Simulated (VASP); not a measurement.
Runs of VASP 6.6.1 on MoS2. The structure is that of space group R3m (No. 160), or close to it. The cells are those of the table. 

| task | cell | gap on the mesh (eV) | pressure (GPa) | largest force (eV/Å) |
| --- | --- | --- | --- | --- |
| electric field gradients | a = 6.368 Å, angles 28.7°, 3 atoms | 0.62 | 3.2 | 1.03 |
| single point | a = 6.432 Å, angles 28.7°, 3 atoms | 0.63 | -1.6 | 0.48 |
| electric field gradients | a = 6.515 Å, angles 28.7°, 3 atoms | 0.64 | -6.9 | 0.16 |
| single point | a = 6.368 Å, angles 28.7°, 3 atoms | 0.62 | 3.2 | 1.03 |
| single point | a = 6.303 Å, angles 28.7°, 3 atoms | 0.61 | (a) | 1.63 |
| electric field gradients | a = 6.432 Å, angles 28.7°, 3 atoms | 0.63 | -1.6 | 0.48 |

Alike in all rows: level LDA; potentials or basis VASP PAW LDA potentials, release 64 (Mo_sv, S); no spin polarisation; k mesh 15 × 15 × 15; cutoff (eV) 520; smearing fermi-dirac 0.05 eV.

Task: Estimate the missing entries.

Result: (a) 8.8.

Caveats: forces of over 1 eV/Å act on the atoms, so gaps and moduli don't describe the material at rest (at least some runs); the stress differs along the axes, from 1 to 8 GPa (at least some runs); the stress differs along the axes, from -4 to 3 GPa (at least some runs); the stress differs along the axes, from -9 to -3 GPa (at least some runs); the stress differs along the axes, from 6 to 14 GPa (at least some runs).

A k mesh can miss the band edges, and the runs leave out spin-orbit coupling on Mo.
